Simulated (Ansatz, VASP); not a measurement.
TaSi2: VASP beside Ansatz

The input INCAR:

```
SYSTEM = TaSi2
ALGO = Normal
EDIFF = 1E-6
ENCUT = 520
GGA = PE
ISIF = 2
ISMEAR = 0
LASPH = .TRUE.
LCHARG = .TRUE.
LELF = .TRUE.
LREAL = .FALSE.
LVHAR = .TRUE.
LWAVE = .FALSE.
NBANDS = 38
NELM = 60
PREC = Accurate
SIGMA = 0.15
```

File KPOINTS:

```
k-points
0
G
  9 9 6
  0 0 0
```

The input POSCAR:

```
TaSi2
1.0
    4.8060235202      0.0000000000      0.0000000000
   -2.4030117601      4.1621384597      0.0000000000
    0.0000000000      0.0000000000      6.5995345254
Ta Si
3 6
Direct
    0.5000000000      0.0000000000     -0.1636479051
    0.5000000000      0.5000000000      0.6666666667
    0.0000000000      0.5000000000      0.3333333333
    0.1589152396      0.3178304793      0.0000000000
    0.8410847604      0.1589152396      0.6666666667
    0.6821695207      0.8410847604      0.3333333333
    0.8410847604      0.6821695207      0.0000000000
    0.1589152396      0.8410847604      0.6666666667
    0.3178304793      0.1589152396      0.3333333333
```

Input for Ansatz:

```yaml
crystal:
  lattice:
    - [4.8060235202, 0.0, 0.0]
    - [-2.4030117601, 4.1621384597, 0.0]
    - [0.0, 0.0, 6.5995345254]
  atoms:
    - { symbol: Ta, position: [0.5, 0.0, -0.1636479051] }
    - { symbol: Ta, position: [0.5, 0.5, 0.6666666667] }
    - { symbol: Ta, position: [0.0, 0.5, 0.3333333333] }
    - { symbol: Si, position: [0.1589152396, 0.3178304793, 0.0] }
    - { symbol: Si, position: [0.8410847604, 0.1589152396, 0.6666666667] }
    - { symbol: Si, position: [0.6821695207, 0.8410847604, 0.3333333333] }
    - { symbol: Si, position: [0.8410847604, 0.6821695207, 0.0] }
    - { symbol: Si, position: [0.1589152396, 0.8410847604, 0.6666666667] }
    - { symbol: Si, position: [0.3178304793, 0.1589152396, 0.3333333333] }
basis:
  ecutwfc: 420
kpoints:
  mp_grid: { grid: [9, 9, 6] }
hamiltonian:
  xc: pbe
  pseudopotentials: { kind: paw, azcp: { folder: soft_1 } }
scf:
  occupations: { method: gaussian, width: 0.15 }
output:
  forces: true
  stress: true
  eigenvalues: true
  write_density: true
  write_potential: true
  elf: true
  volumetric_format: npy
```

Alike in both runs: task single point; functional PBE; k mesh 9 × 9 × 6; occupations gaussian, width 0.15 eV; no spin polarisation.

|  | VASP | Ansatz |
| --- | --- | --- |
| version | VASP 6.6.1 | Ansatz 0.2.0 |
| potentials or method | VASP PAW PBE potentials, release 64 (Ta_pv, Si), cutoff 520 eV | scalar-relativistic, plane waves, PAW |
| valence electrons in the cell | 57 | 63 |

VASP gave:

```
gap on the k mesh at the Fermi level (eV) : none
rms of the force components (eV/Å)        : 9.331
```

**Question.** Estimate Ansatz's values.

**Answer.** gap on the k mesh at the Fermi level (eV): none; rms of the force components (eV/Å): 9.317.

Atom by atom the forces differ by 0.015 eV/Å (rms over components). A gap of «none» marks a metal or a gap that the smearing closes. VASP's potentials hold 57 valence electrons a cell and Ansatz's 63, so a difference there can come from the potentials and not from the codes.

Neither program's run includes spin-orbit coupling.
